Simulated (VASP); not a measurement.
# WSe2 (Pm) in VASP: notebook

The runs below take WSe2 through single point, with PBEsol.

Program: VASP 6.6.1. These are calculated values, not measurements. Logs are shortened: lines on timing, memory, paths and dates and some standing lists are left out, and cuts for length are marked.

## (1) The cell of the first run

The structure is monoclinic, space group Pm (No. 6). Conventional cell: a = 3.271 Å, b = 13.221 Å, c = 3.271 Å, α = 90.00°, β = 120.00°, γ = 90.00°. Within 3.3 Å of W (site symmetry m) lie 6 Se at 2.52 Å and 6 W at 3.27 Å. Within 3.3 Å of W (site symmetry m) lie 6 Se at 2.39 to 2.73 Å and 6 W at 3.27 Å. Within 3.4 Å of Se (site symmetry 1) lie 3 W at 2.39 to 2.73 Å and 7 Se at 3.27 to 3.35 Å. Within 3.4 Å of Se (site symmetry 1) lie 3 W at 2.52 Å and 7 Se at 3.27 to 3.35 Å.

## (2) Single point, PBEsol (atoms displaced along a vibrational mode)

The input, INCAR:

```
SYSTEM = WSe2
ALGO = Normal
EDIFF = 1E-7
ENCUT = 520
GGA = PS
ISIF = 2
ISMEAR = 0
LASPH = .True.
LCHARG = .False.
LREAL = .False.
LWAVE = .False.
NBANDS = 35
NELM = 60
PREC = Accurate
SIGMA = 0.05
```

The input, KPOINTS:

```
k-points
0
Gamma
  12 12 2
  0 0 0
```

The input, POSCAR:

```
WSe2
1.0
    3.2711504299      0.0000000000      0.0000000000
   -1.6355752149      2.8328993719      0.0000000000
    0.0000000000      0.0000000000     13.2206659015
W Se
2 4
Direct
    0.3333298843      0.6666641418      0.2500000000
    0.6227714760      0.3011998236      0.7500000000
    0.3844784165      0.7041074661      0.6233861490
    0.6666183527      0.3332979650      0.1233861490
    0.3844784165      0.7041074661      0.8766138510
    0.6666183527      0.3332979650      0.3766138510
```

Potentials or basis: VASP PAW PBE potentials, release 64 (W_sv, Se).

Run with:

```sh
cat potpaw_PBE.64/W_sv/POTCAR potpaw_PBE.64/Se/POTCAR > POTCAR
mpirun -np 1 vasp_std > vasp.out
```

OUTCAR:

```text
SYSTEM = WSe2
   EDIFF = 1E-7
   ENCUT = 520
   GGA = PS
   ISIF = 2
   ISMEAR = 0
   LASPH = .True.
   LREAL = .False.
   NELM = 60
   PREC = Accurate

 ion  position               nearest neighbor table
   1  0.333  0.667  0.250-   4 2.52   6 2.52   4 2.52   6 2.52   4 2.52   6 2.52
   2  0.623  0.301  0.750-   3 2.39   5 2.39   3 2.48   5 2.48   3 2.73   5 2.73
   3  0.384  0.704  0.623-   2 2.39   2 2.48   2 2.73
   4  0.667  0.333  0.123-   1 2.52   1 2.52   1 2.52
   5  0.384  0.704  0.877-   2 2.39   2 2.48   2 2.73
   6  0.667  0.333  0.377-   1 2.52   1 2.52   1 2.52

  LATTYP: Found a hexagonal cell.
 ALAT       =     3.2711504299
 C/A-ratio  =     4.0415952078

  Lattice vectors:

 A1 = (   3.2711504299,   0.0000000000,   0.0000000000)
 A2 = (  -1.6355752149,   2.8328993719,   0.0000000000)
 A3 = (   0.0000000000,   0.0000000000,  13.2206659015)

Analysis of symmetry for initial positions (statically):
=====================================================================
 Subroutine PRICEL returns:
 Original cell was already a primitive cell.

 Routine SETGRP: Setting up the symmetry group for a
 hexagonal supercell.

 Subroutine GETGRP returns: Found  2 space group operations
 (whereof  1 operations were pure point group operations)
 out of a pool of 24 trial point group operations.

The static configuration has the point symmetry C_1 .
 The point group associated with its full space group is C_1h.

Analysis of symmetry for dynamics (positions and initial velocities):
=====================================================================
 Subroutine PRICEL returns:
 Original cell was already a primitive cell.

 Routine SETGRP: Setting up the symmetry group for a
 hexagonal supercell.

 Subroutine GETGRP returns: Found  2 space group operations
 (whereof  1 operations were pure point group operations)
 out of a pool of 24 trial point group operations.

The dynamic configuration has the point symmetry C_1 .
 The point group associated with its full space group is C_1h.

 Subroutine INISYM returns: Found  2 space group operations
 (whereof  1 operations are pure point group operations),
 and found     1 'primitive' translations

----------------------------------------------------------------------------------------

                                     Primitive cell
[... 99 lines left out ...]
   EDIFF  = 0.1E-06   stopping-criterion for ELM
   LREAL  =      F    real-space projection
   EDIFFG = 0.1E-05   stopping-criterion for IOM
   NSW    =      0    number of steps for IOM
   IBRION =     -1    ionic relax: 0-MD 1-quasi-New 2-CG
   NFREE  =      0    steps in history (QN), initial steepest desc. (CG)
   ISIF   =      2    stress and relaxation
   ISYM   =      2    0-nonsym 1-usesym 2-fastsym
   POTIM  = 0.5000    time-step for ionic-motion
   TEBEG  =    0.0;   TEEND  =   0.0 temperature during run
   PSTRESS=    0.0 pullay stress
   NELECT =      52.0000    total number of electrons
   NUPDOWN=      -1.0000    fix difference up-down
   EMIN   =  10.00;   EMAX   =-10.00  energy-range for DOS
   EFERMI =   0.00;   METHOD = LEGACY
   ISMEAR =     0;   SIGMA  =   0.05  broadening in eV -4-tet -1-fermi 0-gaus
   EFERMI_NEDOS =   21; number of points for ismear=-14 and -15
   IALGO  =     38    algorithm
   IMIX   =      4    mixing-type and parameters
     AMIX     =   0.40;   BMIX     =  1.00
     AMIX_MAG =   1.60;   BMIX_MAG =  1.00
  volume/ion in A,a.u.               =      20.42       137.79
  Fermi-wavevector in a.u.,A,eV,Ry     =   1.230309  2.324947 20.594605  1.513661
  Thomas-Fermi vector in A             =   2.365163
   LORBIT       =      0    0 simple, 1 ext, 2 COOP (PROOUT), +10 PAW based schemes
   GGA     = PS    functional components
   LHFCALC =     F    Hartree Fock is set to
   AEXX    =    0.0000 exact exchange contribution
   IVDW    =     0    specifies the selected vdW correction
   LEPSILON=     F    determine dielectric tensor
   LRPA    =     F    only Hartree local field effects (RPA)
 non-spin polarized calculation
 Gauss-broadening in eV      SIGMA  =   0.05
  energy-cutoff  :      520.00
  volume of cell :      122.51
 maximum number of plane-waves:      3354
   NGX = 13   NGY = 13   NGZ = 49

 number of electron      51.9999998 magnetization

 Free energy of the ion-electron system (eV)
  ---------------------------------------------------
  ext. energy  EPLUGINS =         0.00000000
  ---------------------------------------------------
  free energy    TOTEN  =       -45.86448916 eV

  energy without entropy =      -45.86448916  energy(sigma->0) =      -45.86448916

 E-fermi :   6.1394     XC(G=0): -10.8324

 val. band max:        5.9060444437   @ k =   0.0000   0.0000   0.0000
 cond. band min:       6.8808301903   @ k =  -0.3333   0.1667   0.0000
 fundamental gap:      0.9747857466
 Fermi energy:         6.1393593822

 k-point     1 :       0.0000    0.0000    0.0000
  band No.  band energies     occupation
      1     -68.2233      2.00000
      2     -68.1931      2.00000
      3     -32.5111      2.00000
      4     -32.4886      2.00000
      5     -32.3615      2.00000
      6     -32.3394      2.00000
[... 901 lines left out ...]
     34      10.0354      0.00000
     35      12.6521      0.00000

 [... further k-points ...]

------------------------ aborting loop because EDIFF is reached ----------------------------------------

  FORCE on cell =-STRESS in cart. coord.  units (eV):
  Direction    XX          YY          ZZ          XY          YZ          ZX
  --------------------------------------------------------------------------------------
  -------------------------------------------------------------------------------------
  Total       -0.4383208      2.6636995      3.0984683     -1.6521294      0.0000000      0.0000000
  in kB       -5.7321515     34.8345992     40.5202987    -21.6057647      0.0000000      0.0000000
  external PRESSURE =      23.2075821 kB  Pullay stress =       0.0000000 kB

 VOLUME and BASIS-vectors are now :
 -----------------------------------------------------------------------------
  energy-cutoff  :      520.00
  volume of cell :      122.51
      direct lattice vectors                 reciprocal lattice vectors
     3.271150430  0.000000000  0.000000000     0.305702847  0.176497621  0.000000000
    -1.635575215  2.832899372  0.000000000     0.000000000  0.352995242  0.000000000
     0.000000000  0.000000000 13.220665902     0.000000000  0.000000000  0.075639155

 POSITION                                       TOTAL-FORCE (eV/Angst)
 -----------------------------------------------------------------------------------
     -0.00001      1.88859      3.30517        -0.000325      0.001279      0.000000
      1.54454      0.85327      9.91550         3.069332      3.520682      0.000000
      0.10607      1.99467      8.24158        -1.538266     -1.762541     -0.875221
      1.63548      0.94420      1.63125         0.003762      0.001561     -0.067985
      0.10607      1.99467     11.58942        -1.538266     -1.762541      0.875221
      1.63548      0.94420      4.97909         0.003762      0.001561      0.067985
 -----------------------------------------------------------------------------------
    total drift:                               -0.000101     -0.000069      0.000000

  FREE ENERGIE OF THE ION-ELECTRON SYSTEM (eV)
  ---------------------------------------------------
  free  energy   TOTEN  =       -45.8644891586 eV

  energy  without entropy=      -45.8644891586  energy(sigma->0) =      -45.86448916
```

stdout:

```text
POSCAR found type information on POSCAR W Se
 POSCAR found :  2 types and       6 ions
 scaLAPACK will be used
 -----------------------------------------------------------------------------
|                                                                             |
|                                                                             |
|     You enforced a specific xc type in the INCAR file but a different       |
|     I HOPE YOU KNOW WHAT YOU ARE DOING!                                     |
|                                                                             |
 -----------------------------------------------------------------------------

 LDA part: xc-table for (Slater+PW92), standard interpolation
 POSCAR, INCAR and KPOINTS ok, starting setup
 FFT: planning ... GRIDC
 FFT: planning ... GRID_SOFT
 FFT: planning ... GRID
 WAVECAR not read
 entering main loop
```

It took 15 min on 1 thread of Intel Xeon 8259CL, shared host; peak memory 0.6 GiB.

Results:

```
Free energy            : -45.8645 eV
Pressure               : 2.3 GPa
Largest force          : 4.671 eV/Å
Band gap on the k mesh : 0.97 eV (least direct gap 1.51 eV)
```

Forces on the atoms (eV/Å):
```
W    0.000  0.001  0.000
W    3.069  3.521  0.000
Se  -1.538 -1.763 -0.875
Se   0.004  0.002 -0.068
Se  -1.538 -1.763  0.875
Se   0.004  0.002  0.068
```

Levels at points of the mesh, in eV from the valence-band top:
```tsv
k point	band 24	band 25	band 26	band 27	band 28	band 29
(0.00, 0.00, 0.00)	-1.07	-0.04	0.00	1.53	2.26	2.86
(0.50, 0.00, 0.00)	-1.24	-1.03	-0.64	2.33	2.35	2.46
(0.00, 0.50, 0.00)	-1.25	-1.06	-0.40	2.15	2.34	2.52
(0.50, 0.50, 0.00)	-1.25	-1.05	-0.07	2.18	2.34	2.40
(0.00, 0.00, 0.50)	-0.27	-0.25	-0.01	1.53	2.26	2.85
(0.50, 0.00, 0.50)	-1.25	-1.05	-0.64	2.34	2.42	2.63
(0.00, 0.50, 0.50)	-1.23	-1.05	-0.41	2.15	2.34	2.65
(0.50, 0.50, 0.50)	-1.23	-1.04	-0.08	2.18	2.33	2.45
```

Caveat: the cell differs from its parent crystal (atoms displaced along a vibrational mode); the PAW data sets were made with another functional, which shifts forces and pressure a little; spin-orbit coupling is left out, which moves the levels of the heavy elements; this functional lacks dispersion, which binds layers or chains, so the pressure and a relaxed spacing across them are unreliable. A k mesh can miss the band edges.

## (3) Single point, PBEsol (atoms displaced along a vibrational mode)

The input, INCAR:

```
PREC     = Accurate       # precision mode
ENCUT    = 520            # plane-wave cutoff, eV
EDIFF    = 1E-6           # SCF threshold, eV
ISMEAR   = 0              # smearing method
SIGMA    = 0.05           # smearing width, eV
LREAL    = F              # projectors in reciprocal space
LASPH    = T              # aspherical terms in the spheres
NELM     = 100            # most SCF steps
ALGO     = Normal         # electronic algorithm
ISIF     = 2              # what is computed and relaxed
LWAVE    = F              # write WAVECAR
LCHARG   = T              # write CHGCAR
GGA      = PS             # functional
LELF     = T              # ELF
LVHAR    = T            
NBANDS   = 35             # bands
```

The input, KPOINTS:

```
regular mesh
0
Gamma
  12 12 2
```

The input, POSCAR:

```
WSe2
1.0
    3.2711504299      0.0000000000      0.0000000000
   -1.6355752149      2.8328993719      0.0000000000
    0.0000000000      0.0000000000     13.2206659015
W Se
2 4
Direct
    0.3333379320      0.6666700331      0.2500000000
    0.7251935875      0.3761780130      0.7500000000
    0.2651398891      0.6167456008      0.6233861490
    0.6667310854      0.3333804911      0.1233861490
    0.2651398891      0.6167456008      0.8766138510
    0.6667310854      0.3333804911      0.3766138510
```

Potentials or basis: VASP PAW PBE potentials, release 64 (W_sv, Se).

Run with:

```sh
cat potpaw_PBE.64/W_sv/POTCAR potpaw_PBE.64/Se/POTCAR > POTCAR
mpirun -np 1 vasp_std > vasp.out
```

OUTCAR:

```text
PREC = Accurate
   ENCUT = 520
   EDIFF = 1E-6
   ISMEAR = 0
   LREAL = F
   LASPH = T
   NELM = 100
   ISIF = 2
   GGA = PS

 ion  position               nearest neighbor table
   1  0.333  0.667  0.250-   4 2.52   6 2.52   4 2.52   6 2.52   4 2.52   6 2.52
   2  0.725  0.376  0.750-   3 2.27   5 2.27   3 2.62   5 2.62   3 2.74   5 2.74
   3  0.265  0.617  0.623-   2 2.27   2 2.62   2 2.74
   4  0.667  0.333  0.123-   1 2.52   1 2.52   1 2.52
   5  0.265  0.617  0.877-   2 2.27   2 2.62   2 2.74
   6  0.667  0.333  0.377-   1 2.52   1 2.52   1 2.52

  LATTYP: Found a hexagonal cell.
 ALAT       =     3.2711504299
 C/A-ratio  =     4.0415952078

  Lattice vectors:

 A1 = (   3.2711504299,   0.0000000000,   0.0000000000)
 A2 = (  -1.6355752149,   2.8328993719,   0.0000000000)
 A3 = (   0.0000000000,   0.0000000000,  13.2206659015)

Analysis of symmetry for initial positions (statically):
=====================================================================
 Subroutine PRICEL returns:
 Original cell was already a primitive cell.

 Routine SETGRP: Setting up the symmetry group for a
 hexagonal supercell.

 Subroutine GETGRP returns: Found  2 space group operations
 (whereof  1 operations were pure point group operations)
 out of a pool of 24 trial point group operations.

The static configuration has the point symmetry C_1 .
 The point group associated with its full space group is C_1h.

Analysis of symmetry for dynamics (positions and initial velocities):
=====================================================================
 Subroutine PRICEL returns:
 Original cell was already a primitive cell.

 Routine SETGRP: Setting up the symmetry group for a
 hexagonal supercell.

 Subroutine GETGRP returns: Found  2 space group operations
 (whereof  1 operations were pure point group operations)
 out of a pool of 24 trial point group operations.

The dynamic configuration has the point symmetry C_1 .
 The point group associated with its full space group is C_1h.
[... 129 lines left out ...]
  Fermi-wavevector in a.u.,A,eV,Ry     =   1.230309  2.324947 20.594605  1.513661
  Thomas-Fermi vector in A             =   2.365163
   LORBIT       =      0    0 simple, 1 ext, 2 COOP (PROOUT), +10 PAW based schemes
   GGA     = PS    functional components
   LHFCALC =     F    Hartree Fock is set to
   AEXX    =    0.0000 exact exchange contribution
   IVDW    =     0    specifies the selected vdW correction
   LEPSILON=     F    determine dielectric tensor
   LRPA    =     F    only Hartree local field effects (RPA)
 non-spin polarized calculation
 Gauss-broadening in eV      SIGMA  =   0.05
  energy-cutoff  :      520.00
  volume of cell :      122.51
 maximum number of plane-waves:      3354
   NGX = 13   NGY = 13   NGZ = 49

 number of electron      51.9999997 magnetization

 Free energy of the ion-electron system (eV)
  ---------------------------------------------------
  ext. energy  EPLUGINS =         0.00000000
  ---------------------------------------------------
  free energy    TOTEN  =       -45.22906365 eV

  energy without entropy =      -45.22906365  energy(sigma->0) =      -45.22906365

 E-fermi :   6.7132     XC(G=0): -10.8285

 val. band max:        6.3388811651   @ k =   0.5000   0.5000   0.5000
 cond. band min:       6.9295943012   @ k =  -0.1667   0.3333   0.0000
 fundamental gap:      0.5907131362
 Fermi energy:         6.7131827598

 k-point     1 :       0.0000    0.0000    0.0000
  band No.  band energies     occupation
      1     -68.2395      2.00000
      2     -68.1199      2.00000
      3     -32.5340      2.00000
      4     -32.5050      2.00000
      5     -32.3555      2.00000
      6     -32.3547      2.00000
[... 901 lines left out ...]
     34      10.2334      0.00000
     35      12.5987      0.00000

 [... further k-points ...]

------------------------ aborting loop because EDIFF is reached ----------------------------------------

  FORCE on cell =-STRESS in cart. coord.  units (eV):
  Direction    XX          YY          ZZ          XY          YZ          ZX
  --------------------------------------------------------------------------------------
  -------------------------------------------------------------------------------------
  Total        4.4339439     -0.1555618      6.2836982      2.1647099      0.0000000      0.0000000
  in kB       57.9850164     -2.0343636     82.1752256     28.3090502      0.0000000      0.0000000
  external PRESSURE =      46.0419595 kB  Pullay stress =       0.0000000 kB

 VOLUME and BASIS-vectors are now :
 -----------------------------------------------------------------------------
  energy-cutoff  :      520.00
  volume of cell :      122.51
      direct lattice vectors                 reciprocal lattice vectors
     3.271150430  0.000000000  0.000000000     0.305702847  0.176497621  0.000000000
    -1.635575215  2.832899372  0.000000000     0.000000000  0.352995242  0.000000000
     0.000000000  0.000000000 13.220665902     0.000000000  0.000000000  0.075639155

 POSITION                                       TOTAL-FORCE (eV/Angst)
 -----------------------------------------------------------------------------------
      0.00001      1.88861      3.30517        -0.004522     -0.001793      0.000000
      1.75695      1.06567      9.91550        -5.404731     -4.495379      0.000000
     -0.14142      1.74718      8.24158         2.703420      2.250969     -1.832766
      1.63571      0.94443      1.63125         0.001207     -0.002383     -0.068548
     -0.14142      1.74718     11.58942         2.703420      2.250969      1.832766
      1.63571      0.94443      4.97909         0.001207     -0.002383      0.068548
 -----------------------------------------------------------------------------------
    total drift:                               -0.000437     -0.000368      0.000000

  FREE ENERGIE OF THE ION-ELECTRON SYSTEM (eV)
  ---------------------------------------------------
  free  energy   TOTEN  =       -45.2290636542 eV

  energy  without entropy=      -45.2290636542  energy(sigma->0) =      -45.22906365
```

OSZICAR:

```text
N       E                     dE             d eps       ncg     rms          rms(c)
DAV:   1     0.501321045874E+03    0.50132E+03   -0.27889E+04 11448   0.145E+03
DAV:   2    -0.153110930374E+02   -0.51663E+03   -0.49915E+03 12076   0.392E+02
DAV:   3    -0.464574261894E+02   -0.31146E+02   -0.30585E+02 12737   0.907E+01
DAV:   4    -0.471422390773E+02   -0.68481E+00   -0.68143E+00 12361   0.138E+01
DAV:   5    -0.471510515530E+02   -0.88125E-02   -0.88042E-02 12480   0.172E+00    0.325E+01
DAV:   6    -0.456509275898E+02    0.15001E+01   -0.57945E+00 11573   0.152E+01    0.119E+01
DAV:   7    -0.454403427524E+02    0.21058E+00   -0.30532E+00 10905   0.815E+00    0.600E+00
DAV:   8    -0.452290658001E+02    0.21128E+00   -0.54255E-01 11362   0.457E+00    0.138E+00
DAV:   9    -0.452310058888E+02   -0.19401E-02   -0.66066E-02 12334   0.124E+00    0.845E-01
DAV:  10    -0.452290264596E+02    0.19794E-02   -0.95067E-03 11524   0.650E-01    0.145E-01
DAV:  11    -0.452290883233E+02   -0.61864E-04   -0.10463E-03 12202   0.174E-01    0.565E-02
DAV:  12    -0.452290555921E+02    0.32731E-04   -0.30240E-04 11493   0.111E-01    0.724E-02
DAV:  13    -0.452290603738E+02   -0.47816E-05   -0.40851E-05 11510   0.394E-02    0.146E-02
DAV:  14    -0.452290635500E+02   -0.31763E-05   -0.34570E-06 10768   0.100E-02    0.373E-03
DAV:  15    -0.452290636542E+02   -0.10413E-06   -0.55751E-07  6577   0.458E-03
   1 F= -.45229064E+02 E0= -.45229064E+02  d E =-.143269E-11
```

Wall time 6.4 min (1 thread of Intel Xeon Platinum 8259CL at 2.50GHz (Skylake/Cascade Lake), shared host); peak memory 0.6 GiB.

Results:

```
Free energy            : -45.2291 eV
Pressure               : 4.6 GPa
Largest force          : 7.030 eV/Å
Band gap on the k mesh : 0.59 eV (least direct gap 0.89 eV)
```

Forces on the atoms (eV/Å):
```
W   -0.005 -0.002  0.000
W   -5.405 -4.495  0.000
Se   2.703  2.251 -1.833
Se   0.001 -0.002 -0.069
Se   2.703  2.251  1.833
Se   0.001 -0.002  0.069
```

Caveat: the cell differs from its parent crystal (atoms displaced along a vibrational mode); the stress differs along the axes, from -0 to 8 GPa; the PAW data sets were made with another functional, which shifts forces and pressure a little; spin-orbit coupling is left out, which moves the levels of the heavy elements; this functional lacks dispersion, which binds layers or chains, so the pressure and a relaxed spacing across them are unreliable. A k mesh can miss the band edges.
